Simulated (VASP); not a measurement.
Write the native input for VASP 6.6.1 that does the following.

| Item | Value |
| --- | --- |
| Task | single point |
| Functional | PBE |
| Potentials or basis | VASP PAW PBE potentials, release 64 (Si, Ta_pv) |
| Cutoff | 520 eV |
| k mesh | 1 × 1 × 1, shifted |
| Occupations | fermi-dirac, width 0.05 eV |
| Spin | no spin polarisation |
| Dipole correction | no |
| Further INCAR settings | LREAL = Auto; ALGO = Normal; EDIFF = 1e-07; NBANDS = 60; ISYM = 0 |

The structure of TaSi3 lies in POSCAR:

```
TaSi3
1.0
    6.4980500000      0.1502530000      0.2007460000
    0.1502530000      6.7111390000     -0.0846960000
    0.2007460000     -0.0846960000      6.3763750000
Si Ta
12 4
Direct
    0.4151786541      0.7200535284      0.4627745701
    0.2917951622      0.2455073819      0.6735886427
    0.9004269840      0.7483913280      0.5142637685
    0.3516990230      0.1314448890      0.3098700569
    0.9369885312      0.2877355476      1.0054972222
    0.4652757044      0.3899170625      0.9557201669
    0.6812371249      1.0119082973      0.0584462108
    0.0596863673      0.9986702952      0.7656231918
    0.7954912610      0.6720735536      0.1158376433
    0.2442460395      0.8382668882      0.1270107917
    0.5677328204      0.6967595952      0.7963074094
    0.9285627786      0.3447085508      0.6045308144
    0.1344777819      0.5040360757      0.2821013448
    0.6627974325      0.3613513340      0.3102429012
    0.1547199784      0.6044065035      0.8182227984
    0.6626546883      0.0643332120      0.6738686931
```

The input as run:

INCAR

```
PREC     = Accurate       # precision mode
ENCUT    = 520            # plane-wave cutoff, eV
EDIFF    = 1E-7           # SCF threshold, eV
ISMEAR   = -1             # smearing method
SIGMA    = 0.05           # smearing width, eV
LREAL    = Auto         
LASPH    = True           # aspherical terms in the spheres
NELM     = 100            # most SCF steps
ALGO     = Normal         # electronic algorithm
ISIF     = 2              # what is computed and relaxed
LWAVE    = False          # write WAVECAR
LCHARG   = False          # write CHGCAR
GGA      = PE             # functional
NBANDS   = 60             # bands
ISYM     = 0
```

KPOINTS

```
Automatic mesh
0
Gamma
  1 1 1
  0.25 0.25 0.25
```

Potentials or basis: VASP PAW PBE potentials, release 64 (Si, Ta_pv).

Run with:

```bash
$ cat potpaw_PBE.64/Si/POTCAR potpaw_PBE.64/Ta_pv/POTCAR > POTCAR
$ mpirun -np 1 vasp_std > vasp.out
```

Results of the run:

The pressure is -5.8 GPa and the largest force is 1.817 eV/Å. The band gap on the k mesh is 0.56 eV.

Caveat: the k points lie up to 0.99 Å⁻¹ apart; spin-orbit coupling is left out, which moves the levels of the heavy elements.

Run time: 35 s on 1 thread of Intel(R) Xeon(R) Platinum 8488C (Sapphire Rapids), on a shared host, peak memory 0.32 GiB.
